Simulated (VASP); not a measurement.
# SnO2 (Cassiterite) (P4_2/mnm) in VASP: single point with PBE

Aim: the single point of SnO2 (Cassiterite) with PBE.

All numbers are computed with VASP 6.6.1; they aren't measurements. Logs are shortened: lines on timing, memory, paths and dates and some standing lists are left out, and cuts for length are marked.

## 1. The cell of the first run

Symmetry: P4_2/mnm, No. 136, tetragonal system. The conventional cell has a = 4.738 Å, b = 4.738 Å, c = 3.187 Å, α = 90.00°, β = 90.00°, γ = 90.00°. Sn (site symmetry mmm) has 6 O at 2.05 to 2.06 Å within 2.7 Å. O (site symmetry m2m) has 3 Sn at 2.05 to 2.06 Å and 1 O at 2.59 Å within 2.7 Å.

## 2. Single point, PBE

Contents of INCAR:

```
ALGO = Normal
EDIFF = 1E-6
ENCUT = 520
GGA = PE
ISIF = 2
ISMEAR = 0
LASPH = T
LCHARG = T
LELF = T
LREAL = F
LVHAR = T
LWAVE = F
NBANDS = 35
NELM = 60
PREC = Accurate
SIGMA = 0.01
```

Contents of KPOINTS:

```
k-points
0
Gamma
  6 6 8
```

Contents of POSCAR:

```
SnO2
1.0
    4.7380000000      0.0000000000      0.0000000000
    0.0000000000      4.7380000000      0.0000000000
    0.0000000000      0.0000000000      3.1865000000
Sn O
2 4
Direct
    0.0000000000      0.0000000000      0.0000000000
    0.5000000000      0.5000000000      0.5000000000
    0.3071000000      0.3071000000      0.0000000000
    0.1929000000      0.8071000000      0.5000000000
    0.6929000000      0.6929000000      0.0000000000
    0.8071000000      0.1929000000      0.5000000000
```

Potentials or basis: VASP PAW PBE potentials, release 64 (Sn_d, O).

Command:

```
> cat potpaw_PBE.64/Sn_d/POTCAR potpaw_PBE.64/O/POTCAR > POTCAR
> mpirun -np 1 vasp_std > vasp.out
```

OUTCAR:

```text
EDIFF = 1E-6
   ENCUT = 520
   GGA = PE
   ISIF = 2
   ISMEAR = 0
   LASPH = T
   LREAL = F
   NELM = 60
   PREC = Accurate

 ion  position               nearest neighbor table
   1  0.000  0.000  0.000-   4 2.05   6 2.05   4 2.05   6 2.05   5 2.06   3 2.06   2 3.71   2 3.71
                             2 3.71   2 3.71   2 3.71   2 3.71   2 3.71   2 3.71
   2  0.500  0.500  0.500-   3 2.05   5 2.05   3 2.05   5 2.05   4 2.06   6 2.06   1 3.71   1 3.71
                             1 3.71   1 3.71   1 3.71   1 3.71   1 3.71   1 3.71
   3  0.307  0.307  0.000-   2 2.05   2 2.05   1 2.06
   4  0.193  0.807  0.500-   1 2.05   1 2.05   2 2.06
   5  0.693  0.693  0.000-   2 2.05   2 2.05   1 2.06
   6  0.807  0.193  0.500-   1 2.05   1 2.05   2 2.06

  LATTYP: Found a simple tetragonal cell.
 ALAT       =     4.7380000000
 C/A-ratio  =     0.6725411566

  Lattice vectors:

 A1 = (   4.7380000000,   0.0000000000,   0.0000000000)
 A2 = (   0.0000000000,   4.7380000000,   0.0000000000)
 A3 = (   0.0000000000,   0.0000000000,   3.1865000000)

Analysis of symmetry for initial positions (statically):
=====================================================================
 Subroutine PRICEL returns:
 Original cell was already a primitive cell.

 Routine SETGRP: Setting up the symmetry group for a
 simple tetragonal supercell.

 Subroutine GETGRP returns: Found 16 space group operations
 (whereof  8 operations were pure point group operations)
 out of a pool of 16 trial point group operations.

The static configuration has the point symmetry D_2h.
 The point group associated with its full space group is D_4h.

Analysis of symmetry for dynamics (positions and initial velocities):
=====================================================================
 Subroutine PRICEL returns:
 Original cell was already a primitive cell.

 Routine SETGRP: Setting up the symmetry group for a
 simple tetragonal supercell.

 Subroutine GETGRP returns: Found 16 space group operations
 (whereof  8 operations were pure point group operations)
 out of a pool of 16 trial point group operations.

The dynamic configuration has the point symmetry D_2h.
 The point group associated with its full space group is D_4h.

 Subroutine INISYM returns: Found 16 space group operations
 (whereof  8 operations are pure point group operations),
 and found     1 'primitive' translations

----------------------------------------------------------------------------------------

                                     Primitive cell

  volume of cell :      71.5326

  direct lattice vectors                    reciprocal lattice vectors
     4.738000000  0.000000000  0.000000000     0.211059519  0.000000000  0.000000000
     0.000000000  4.738000000  0.000000000     0.000000000  0.211059519  0.000000000
     0.000000000  0.000000000  3.186500000     0.000000000  0.000000000  0.313823945

  length of vectors
     4.738000000  4.738000000  3.186500000     0.211059519  0.211059519  0.313823945

  position of ions in fractional coordinates (direct lattice)
     0.000000000  0.000000000  0.000000000
     0.500000000  0.500000000  0.500000000
     0.307100000  0.307100000  0.000000000
     0.192900000  0.807100000  0.500000000
     0.692900000  0.692900000  0.000000000
     0.807100000  0.192900000  0.500000000

  ion indices of the primitive-cell ions
   primitive index   ion index
                 1           1
                 2           2
                 3           3
                 4           4
                 5           5
                 6           6

----------------------------------------------------------------------------------------

 KPOINTS: k-points

Automatic generation of k-mesh.
 Grid dimensions read from file:
 generate k-points for:    6    6    8

 Generating k-lattice:

  Cartesian coordinates                     Fractional coordinates (reciprocal lattice)
     0.035176586  0.000000000  0.000000000     0.166666667  0.000000000  0.000000000
     0.000000000  0.035176586  0.000000000     0.000000000  0.166666667  0.000000000
     0.000000000  0.000000000  0.039227993     0.000000000  0.000000000  0.125000000

  Length of vectors
     0.035176586  0.035176586  0.039227993

  Shift w.r.t. Gamma in fractional coordinates (k-lattice)
     0.000000000  0.000000000  0.000000000

 Subroutine IBZKPT returns following result:
 ===========================================

 Found     50 irreducible k-points:

 Following reciprocal coordinates:
            Coordinates               Weight
  0.000000  0.000000  0.000000      1.000000
  0.166667  0.000000  0.000000      4.000000
  0.333333  0.000000  0.000000      4.000000
  0.500000  0.000000  0.000000      2.000000
  0.166667  0.166667  0.000000      4.000000
  0.333333  0.166667  0.000000      8.000000
[... 16 lines left out ...]
  0.333333  0.000000  0.250000      8.000000
  0.500000  0.000000  0.250000      4.000000
 [... further k-points ...]
   k-points           NKPTS =     50   k-points in BZ     NKDIM =     50   number of bands    NBANDS=     35
   number of dos      NEDOS =    301   number of ions     NIONS =      6
   total plane-waves  NPLWV =  31104
   dimension x,y,z NGX =    36 NGY =   36 NGZ =   24
   dimension x,y,z NGXF=    72 NGYF=   72 NGZF=   48
   ions per type =               2   4
   NGX,Y,Z   is equivalent  to a cutoff of  12.63, 12.63, 12.52 a.u.
   NGXF,Y,Z  is equivalent  to a cutoff of  25.26, 25.26, 25.04 a.u.
 SYSTEM =  unknown system
   PREC   = accura    normal or accurate (medium, high low for compatibility)
   ISTART =      0    job   : 0-new  1-cont  2-samecut
   ICHARG =      2    charge: 1-file 2-atom 10-const
   ISPIN  =      1    spin polarized calculation?
   LNONCOLLINEAR =      F non collinear calculations
   LSORBIT =      F    spin-orbit coupling
   LASPH  =      T    aspherical Exc in radial PAW
   ENCUT  =  520.0 eV  38.22 Ry    6.18 a.u.   8.81  8.81  5.92*2*pi/ulx,y,z
   NELM   =     60;   NELMIN=  2; NELMDL= -5     # of ELM steps
   EDIFF  = 0.1E-05   stopping-criterion for ELM
   LREAL  =      F    real-space projection
   EDIFFG = 0.1E-04   stopping-criterion for IOM
   NSW    =      0    number of steps for IOM
   IBRION =     -1    ionic relax: 0-MD 1-quasi-New 2-CG
   NFREE  =      0    steps in history (QN), initial steepest desc. (CG)
   ISIF   =      2    stress and relaxation
   ISYM   =      2    0-nonsym 1-usesym 2-fastsym
   POTIM  = 0.5000    time-step for ionic-motion
   TEBEG  =    0.0;   TEEND  =   0.0 temperature during run
   PSTRESS=    0.0 pullay stress
   NELECT =      52.0000    total number of electrons
   NUPDOWN=      -1.0000    fix difference up-down
   EMIN   =  10.00;   EMAX   =-10.00  energy-range for DOS
   EFERMI =   0.00;   METHOD = LEGACY
   ISMEAR =     0;   SIGMA  =   0.01  broadening in eV -4-tet -1-fermi 0-gaus
   EFERMI_NEDOS =   21; number of points for ismear=-14 and -15
   IALGO  =     38    algorithm
   IMIX   =      4    mixing-type and parameters
     AMIX     =   0.40;   BMIX     =  1.00
     AMIX_MAG =   1.60;   BMIX_MAG =  1.00
  volume/ion in A,a.u.               =      11.92        80.45
  Fermi-wavevector in a.u.,A,eV,Ry     =   1.472000  2.781677 29.480903  2.166785
  Thomas-Fermi vector in A             =   2.587068
   LORBIT       =      0    0 simple, 1 ext, 2 COOP (PROOUT), +10 PAW based schemes
   GGA     = PE    functional components
   LHFCALC =     F    Hartree Fock is set to
   AEXX    =    0.0000 exact exchange contribution
   IVDW    =     0    specifies the selected vdW correction
   LEPSILON=     F    determine dielectric tensor
   LRPA    =     F    only Hartree local field effects (RPA)
 non-spin polarized calculation
 Gauss-broadening in eV      SIGMA  =   0.01
  energy-cutoff  :      520.00
  volume of cell :       71.53
 maximum number of plane-waves:      1992
 NGX is ok and might be reduce to    36
   NGX = 17   NGY = 17   NGZ = 11

 number of electron      51.9999993 magnetization

 Free energy of the ion-electron system (eV)
  ---------------------------------------------------
  ext. energy  EPLUGINS =         0.00000000
  ---------------------------------------------------
  free energy    TOTEN  =       -37.15948856 eV

  energy without entropy =      -37.15948856  energy(sigma->0) =      -37.15948856

 E-fermi :   6.2296     XC(G=0): -11.2575

 val. band max:        6.1434722451   @ k =   0.0000   0.0000   0.0000
 cond. band min:       7.4159223095   @ k =   0.0000   0.0000   0.0000
 fundamental gap:      1.2724500644
 Fermi energy:         6.2296192687

 k-point     1 :       0.0000    0.0000    0.0000
  band No.  band energies     occupation
      1     -14.9631      2.00000
      2     -14.1850      2.00000
      3     -13.9015      2.00000
      4     -13.8797      2.00000
      5     -13.8797      2.00000
      6     -13.7997      2.00000
[... 27 lines left out ...]
     34      18.2535      0.00000
     35      18.7797      0.00000

 k-point     2 :       0.1667    0.0000    0.0000
  band No.  band energies     occupation
      1     -14.9201      2.00000
      2     -14.2323      2.00000
      3     -13.9016      2.00000
      4     -13.8778      2.00000
      5     -13.8777      2.00000
      6     -13.8391      2.00000
[... 27 lines left out ...]
     34      18.2721      0.00000
     35      18.7412      0.00000

 k-point     3 :       0.3333    0.0000    0.0000
  band No.  band energies     occupation
      1     -14.7955      2.00000
      2     -14.3900      2.00000
      3     -13.9016      2.00000
      4     -13.8857      2.00000
      5     -13.8740      2.00000
      6     -13.8738      2.00000
[... 27 lines left out ...]
     34      18.4441      0.00000
     35      18.7051      0.00000
[... 723 lines left out ...]
 k-point    23 :       0.3333    0.0000    0.2500
  band No.  band energies     occupation
      1     -14.6766      2.00000
      2     -14.5331      2.00000
      3     -14.1980      2.00000
      4     -13.9628      2.00000
      5     -13.7902      2.00000
      6     -13.7847      2.00000
[... 27 lines left out ...]
     34      18.4198      0.00000
     35      18.6685      0.00000

 k-point    24 :       0.5000    0.0000    0.2500
  band No.  band energies     occupation
      1     -14.6261      2.00000
      2     -14.6261      2.00000
      3     -14.0680      2.00000
      4     -14.0680      2.00000
      5     -13.7852      2.00000
      6     -13.7852      2.00000
[... 27 lines left out ...]
     34      18.6700      0.00000
     35      18.7808      0.00000

 [... further k-points ...]

------------------------ aborting loop because EDIFF is reached ----------------------------------------

  FORCE on cell =-STRESS in cart. coord.  units (eV):
  Direction    XX          YY          ZZ          XY          YZ          ZX
  --------------------------------------------------------------------------------------
  -------------------------------------------------------------------------------------
  Total        4.7791768      4.7791768      6.2524849     -0.0000000      0.0000000      0.0000000
  in kB      107.0433385    107.0433385    140.0422876     -0.0000000      0.0000000      0.0000000
  external PRESSURE =     118.0429882 kB  Pullay stress =       0.0000000 kB

 VOLUME and BASIS-vectors are now :
 -----------------------------------------------------------------------------
  energy-cutoff  :      520.00
  volume of cell :       71.53
      direct lattice vectors                 reciprocal lattice vectors
     4.738000000  0.000000000  0.000000000     0.211059519  0.000000000  0.000000000
     0.000000000  4.738000000  0.000000000     0.000000000  0.211059519  0.000000000
     0.000000000  0.000000000  3.186500000     0.000000000  0.000000000  0.313823945

 POSITION                                       TOTAL-FORCE (eV/Angst)
 -----------------------------------------------------------------------------------
      0.00000      0.00000      0.00000         0.000000      0.000000     -0.000000
      2.36900      2.36900      1.59325         0.000000      0.000000     -0.000000
      1.45504      1.45504      0.00000        -0.208182     -0.208182     -0.000000
      0.91396      3.82404      1.59325         0.208182     -0.208182     -0.000000
      3.28296      3.28296      0.00000         0.208182      0.208182      0.000000
      3.82404      0.91396      1.59325        -0.208182      0.208182      0.000000
 -----------------------------------------------------------------------------------
    total drift:                               -0.000000      0.000000      0.000000

  FREE ENERGIE OF THE ION-ELECTRON SYSTEM (eV)
  ---------------------------------------------------
  free  energy   TOTEN  =       -37.1594885587 eV

  energy  without entropy=      -37.1594885587  energy(sigma->0) =      -37.15948856
```

Run time: 84 s. Hardware: 1 thread of Intel Xeon Platinum 8375C at 2.90GHz (Ice Lake), shared host; peak memory 0.23 GiB.

What came out:

- Free energy: -37.1595 eV
- Pressure: 11.8 GPa
- Largest force: 0.294 eV/Å
- Band gap on the k mesh: 1.27 eV, direct

Forces in eV/Å, atoms in the order of the input:
```
Sn   0.000  0.000  0.000
Sn   0.000  0.000  0.000
O   -0.208 -0.208  0.000
O    0.208 -0.208  0.000
O    0.208  0.208  0.000
O   -0.208  0.208  0.000
```

Stress tensor (GPa, compression positive):
```
10.70  0.00  0.00
 0.00 10.70  0.00
 0.00  0.00 14.00
```

Levels at points of the mesh, in eV from the valence-band top:
| k point | band 24 | band 25 | band 26 | band 27 | band 28 | band 29 |
| --- | --- | --- | --- | --- | --- | --- |
| (0.00, 0.00, 0.00) | -0.78 | -0.78 | 0.00 | 1.27 | 6.15 | 6.35 |
| (0.50, 0.00, 0.00) | -1.19 | -0.64 | -0.64 | 4.44 | 4.44 | 7.09 |
| (0.50, 0.50, 0.00) | -1.31 | -0.90 | -0.90 | 4.84 | 4.84 | 7.53 |
| (0.00, 0.00, 0.50) | -1.66 | -1.26 | -1.26 | 6.23 | 6.23 | 9.78 |
| (0.50, 0.00, 0.50) | -1.10 | -0.70 | -0.70 | 6.51 | 6.51 | 8.07 |
| (0.50, 0.50, 0.50) | -0.97 | -0.84 | -0.84 | 4.92 | 4.92 | 8.88 |

Caveat: spin-orbit coupling is left out, which moves the levels of the heavy elements.
